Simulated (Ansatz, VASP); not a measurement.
One calculation of AlNi, two programs

```
CELL_PARAMETERS angstrom
1.87179 -1.88578 0.00000
1.87179 1.88578 0.00000
0.00000 0.00000 2.99247
ATOMIC_POSITIONS crystal
Al 0.00000 0.00000 0.00000
Ni 0.50000 0.50000 0.50000
```

Alike in both runs: task single point; functional r2SCAN; k mesh 10 × 10 × 9; occupations fermi-dirac, width 0.15 eV; collinear spin.

```csv
,VASP,Ansatz
version,VASP 6.6.1,Ansatz 0.2.0
potentials or method,"VASP PAW PBE potentials, release 64 (Al, Ni), cutoff 520 eV","plane waves, PAW"
valence electrons in the cell,13,21
```

```csv
,VASP,Ansatz,Ansatz less VASP
net moment per atom (μB),0.00,0.00,0.000
```

VASP's potentials were made for PBE, not for r2SCAN. VASP's potentials hold 13 valence electrons a cell and Ansatz's 21, so a difference there can come from the potentials and not from the codes. Ansatz's warnings: seeded moment not kept, stability check not made.
